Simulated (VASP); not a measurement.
Write the native input for VASP 6.6.1 that does the following.

- Task: relaxation of cell and atoms
- Functional: r2SCAN
- Potentials or basis: VASP PAW PBE potentials, release 64 (Nb_sv)
- Cutoff: 600 eV
- k mesh: 6 × 6 × 6
- Occupations: gaussian, width 0.1 eV
- Spin: no spin polarisation
- Dipole correction: no
- Further INCAR settings: ALGO = Normal; EDIFF = 1e-06; IBRION = 2; EDIFFG = -0.04; NSW = 90; ISIF = 3

Crystal: Nb.

```
Nb
1.0
     0.00000    2.75274    2.75274
     2.75274    0.00000    2.75274
     2.75274    2.75274    0.00000
Nb
2
Direct
  0.50000 0.50000 0.50000
  0.75000 0.75000 0.75000
```

This isn't the form of Nb at room conditions, which is bcc.

The input as run:

POSCAR

```
Nb
1.0
    0.0000000000      2.7527353420      2.7527353420
    2.7527353420      0.0000000000      2.7527353420
    2.7527353420      2.7527353420      0.0000000000
Nb
2
Direct
    0.5000000000      0.5000000000      0.5000000000
    0.7500000000      0.7500000000      0.7500000000
```

INCAR.step1

```
  PREC = Accurate
  ENCUT = 600
  ISMEAR = 0
  SIGMA = 0.1
  LREAL = F
  LASPH = T
  NELM = 60
  GGA = PE
  ALGO = Normal
  EDIFF = 1E-4
  LWAVE = T
  LCHARG = F
```

INCAR.step2

```
  PREC = Accurate
  ENCUT = 600
  EDIFF = 1E-6
  ISMEAR = 0
  SIGMA = 0.1
  LREAL = F
  LASPH = T
  NELM = 60
  ALGO = Normal
  ISIF = 3
  LWAVE = F
  LCHARG = F
  METAGGA = R2SCAN
  LMIXTAU = T
  IBRION = 2
  NSW = 90
  EDIFFG = -0.04
  ISTART = 1
```

KPOINTS

```
Automatic mesh
0
Gamma
  6 6 6
```

Potentials or basis: VASP PAW PBE potentials, release 64 (Nb_sv).

Launch:

```sh
$ cat potpaw_PBE.64/Nb_sv/POTCAR > POTCAR
$ cp INCAR.step1 INCAR
$ mpirun -np 1 vasp_std > vasp.out
$ cp INCAR.step2 INCAR
$ mpirun -np 1 vasp_std > vasp.out
```

Results of the run:

| Item | Value |
| --- | --- |
| Relaxed volume | 25.18 Å³/atom |
| Relaxed cell | a = 4.145 Å, b = 4.145 Å, c = 4.145 Å, α = 60.00°, β = 60.00°, γ = 60.00° |
| Space group after relaxing (to 0.1 Å) | Fd-3m (No. 227) |
| Energy gained by relaxing | 231.2 meV/atom |
| Ionic steps | 4 |
| Pressure after relaxing | -0.1 GPa |
| Band gap on the k mesh | zero (bands 13 and 14 overlap by 1.39 eV) |

Caveat: the volume moved by over 15 % at a fixed basis, so the end points are rough; the PAW data sets were made with another functional, which shifts forces and pressure a little.

It took 2.7 min on 1 thread of Intel(R) Xeon(R) Platinum 8488C (Sapphire Rapids), with other jobs on the host, peak memory 0.2 GiB.
